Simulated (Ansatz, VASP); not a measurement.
**Two plane-wave programs on Ti**

INCAR

```
ALGO = Fast
EDIFF = 1E-7
ENCUT = 520
GGA = PE
ISIF = 2
ISMEAR = 0
LASPH = True
LCHARG = False
LREAL = False
LWAVE = False
NBANDS = 12
NELM = 100
PREC = Accurate
SIGMA = 0.15
```

Contents of KPOINTS:

```
k-points
0
Gamma
  22 22 22
```

File POSCAR:

```
Ti
1.0
   -1.5204767773      1.5204767773      1.7655776338
    1.5204767773     -1.5204767773      1.7655776338
    1.5204767773      1.5204767773     -1.7655776338
Ti
1
Direct
    0.0000000000      0.0000000000      0.0000000000
```

Input for Ansatz:

```yaml
crystal:
  lattice:
    - [-1.5204767773, 1.5204767773, 1.7655776338]
    - [1.5204767773, -1.5204767773, 1.7655776338]
    - [1.5204767773, 1.5204767773, -1.7655776338]
  atoms:
    - { symbol: Ti, position: [0.0, 0.0, 0.0] }
basis:
  ecutwfc: 520.0
kpoints:
  mp_grid: { grid: [22, 22, 22] }
hamiltonian:
  xc: pbe
  pseudopotentials: { kind: paw, azcp: { folder: soft_1 } }
scf:
  occupations: { method: gaussian, width: 0.15 }
output:
  forces: true
  stress: true
  eigenvalues: true
```

Alike in both runs: task single point; functional PBE; k mesh 22 × 22 × 22; occupations gaussian, width 0.15 eV; no spin polarisation.

|  | VASP | Ansatz |
| --- | --- | --- |
| version | VASP 6.6.1 | Ansatz 0.2.0 |
| potentials or method | VASP PAW PBE potentials, release 64 (Ti_sv), cutoff 520 eV | scalar-relativistic, plane waves, PAW |
| valence electrons in the cell | 12 | 12 |

VASP gave:

| Property | Result |
| --- | --- |
| gap on the k mesh at the Fermi level (eV) | none |
| pressure (GPa) | 6.7 |
| traceless stress, the component that is largest in VASP (GPa) | 1.80 |

Q: Which values does Ansatz return?

A: gap on the k mesh at the Fermi level (eV): none; pressure (GPa): 7.1; traceless stress, the component that is largest in VASP (GPa): 1.78.

A gap of «none» marks a metal or a gap that the smearing closes.
